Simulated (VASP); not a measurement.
Write the native input for VASP 6.6.1 that does the following.

* Task: single point
* Functional: PBE
* Potentials or basis: VASP PAW PBE potentials, release 64 (Hf_pv, Si, B)
* Cutoff: 520 eV
* k mesh: 6 × 6 × 4
* Occupations: gaussian, width 0.2 eV
* Spin: no spin polarisation
* Dipole correction: no
* Further INCAR settings: ALGO = Normal; EDIFF = 1e-07; NBANDS = 24

The structure of HfSi2B4 lies in POSCAR:

```
HfSi2B4
1.0
    3.1813332953      0.0001915904     -0.0002674809
   -0.0004122608      4.6748010258     -0.1048218062
   -0.0002880869     -0.1155968286      5.2196572389
Hf Si B
1 2 4
Direct
    0.4999983104      1.0000113975      0.0000015762
    0.4999457292      0.4823811685      0.7367403149
    0.5000454146      0.5176325846      0.2632793831
   -0.0000873486      0.7768944774      0.6883920344
    1.0000969225      0.8708375445      0.3670733379
    0.0000773145      0.2230995420      0.3116055865
   -0.0000763426      0.1291432855      0.6329077671
```

The input as run:

INCAR

```
PREC     = Accurate       # precision mode
ENCUT    = 520            # plane-wave cutoff, eV
EDIFF    = 1E-7           # SCF threshold, eV
ISMEAR   = 0              # smearing method
SIGMA    = 0.2            # smearing width, eV
LREAL    = F              # projectors in reciprocal space
LASPH    = T              # aspherical terms in the spheres
NELM     = 80             # most SCF steps
ALGO     = Normal         # electronic algorithm
ISIF     = 2              # what is computed and relaxed
LWAVE    = F              # write WAVECAR
LCHARG   = T              # write CHGCAR
GGA      = PE             # functional
LELF     = T              # ELF
LVHAR    = T            
NBANDS   = 24             # bands
```

KPOINTS

```
regular mesh
0
Gamma
  6 6 4
```

Potentials or basis: VASP PAW PBE potentials, release 64 (Hf_pv, Si, B).

Command:

```console
$ cat potpaw_PBE.64/Hf_pv/POTCAR potpaw_PBE.64/Si/POTCAR potpaw_PBE.64/B/POTCAR > POTCAR
$ mpirun -np 1 vasp_std > vasp.out
```

Results of the run:

```json
{
 "Pressure": "0.0 GPa",
 "Largest force": "0.021 eV/Å",
 "Band gap on the k mesh": "zero (bands 15 and 16 overlap by 1.88 eV)"
}
```

Caveat: spin-orbit coupling is left out, which moves the levels of the heavy elements.

Run time: 100 s on 1 thread of AMD EPYC 7R43 64-Core Processor (Zen 3) (shared host), peak memory 0.23 GiB.
